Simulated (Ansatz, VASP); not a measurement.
## PbO in VASP and in Ansatz

```
CELL_PARAMETERS angstrom
4.19966 0.00000 0.00000
-2.09983 3.63701 0.00000
0.00000 0.00000 5.85094
ATOMIC_POSITIONS crystal
Pb 0.66667 0.33333 0.01442
Pb 0.33333 0.66667 0.51442
O 0.66667 0.33333 0.63129
O 0.33333 0.66667 0.11078
```

Alike in both runs: task single point; functional PBE; k mesh 10 × 10 × 6; occupations gaussian, width 0.05 eV; no spin polarisation.

```csv
,VASP,Ansatz
version,VASP 6.6.1,Ansatz 0.2.0
potentials or method,"VASP PAW PBE potentials, release 64 (Pb_d, O), cutoff 520 eV","scalar-relativistic, plane waves, PAW"
valence electrons in the cell,40,40
```

Ansatz gave:

| Item | Value |
| --- | --- |
| gap on the k mesh at the Fermi level (eV) | 1.67 |
| least direct gap on the mesh (eV) | 2.04 |
| pressure (GPa) | 0.7 |
| traceless stress, the component that is largest in VASP (GPa) | 1.20 |
| rms of the force components (eV/Å) | 0.245 |

Estimate VASP's values.

gap on the k mesh at the Fermi level (eV): 1.68; least direct gap on the mesh (eV): 2.05; pressure (GPa): 0.7; traceless stress, the component that is largest in VASP (GPa): 1.29; rms of the force components (eV/Å): 0.255.

Atom by atom the forces differ by 0.011 eV/Å (rms over components).

Spin-orbit coupling is off throughout.
